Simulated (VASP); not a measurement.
Wanted: the native input for a VASP 6.6.1 run.

```
Task                               : single point
Functional                         : PBE0
Potentials or basis                : VASP PAW PBE potentials, release 64 (Zn)
Cutoff                             : 520 eV
k mesh                             : 7 × 7 × 7
Occupations                        : fermi-dirac, width 0.05 eV
Spin                               : no spin polarisation
Dipole correction                  : no
Grid for exact exchange (PRECFOCK) : Normal
Further INCAR settings             : ALGO = Normal; EDIFF = 1e-06; NBANDS = 12
```

Zn:

```
Zn
1.0
    -1.56904    1.56904    1.56904
     1.56904   -1.56904    1.56904
     1.56904    1.56904   -1.56904
Zn
1
Direct
  0.00000 0.00000 0.00000
```

The input as run:

POSCAR

```
Zn
1.0
   -1.5690370000      1.5690370000      1.5690370000
    1.5690370000     -1.5690370000      1.5690370000
    1.5690370000      1.5690370000     -1.5690370000
Zn
1
Direct
    0.0000000000      0.0000000000      0.0000000000
```

INCAR.step1

```
SYSTEM = Zn
PREC = Accurate
ENCUT = 520
EDIFF = 1E-5
ISMEAR = -1
SIGMA = 0.05
LREAL = .FALSE.
LASPH = .TRUE.
NELM = 100
ALGO = Normal
ISIF = 2
LWAVE = .TRUE.
GGA = PE
NBANDS = 12
```

INCAR.step2

```
SYSTEM = Zn
PREC = Accurate
ENCUT = 520
EDIFF = 1E-6
ISMEAR = -1
SIGMA = 0.05
LREAL = .FALSE.
LASPH = .TRUE.
NELM = 100
ALGO = Normal
ISIF = 2
LWAVE = .FALSE.
LCHARG = .TRUE.
GGA = PE
LHFCALC = .TRUE.
AEXX = 0.25
PRECFOCK = Normal
LELF = .TRUE.
LVHAR = .TRUE.
ISTART = 1
NBANDS = 12
```

KPOINTS

```
Automatic mesh
0
G
  7 7 7
  0 0 0
```

Potentials or basis: VASP PAW PBE potentials, release 64 (Zn).

Command:

```console
$ cat potpaw_PBE.64/Zn/POTCAR > POTCAR
$ cp INCAR.step1 INCAR
$ mpirun -np 1 vasp_std > vasp.out
$ cp INCAR.step2 INCAR
$ mpirun -np 1 vasp_std > vasp.out
```

It gave:

- Pressure: -1.7 GPa
- Band gap on the k mesh: zero (band 6 reaches 5.90 eV, above the bottom of band 7 at 2.13 eV)

Caveat: the k points lie up to 0.40 Å⁻¹ apart; the PAW data sets were made with another functional, which shifts forces and pressure a little.

Run time: 5.4 min on 1 thread of Intel(R) Xeon(R) 6975P-C (Granite Rapids) (shared host), peak memory 0.13 GiB.
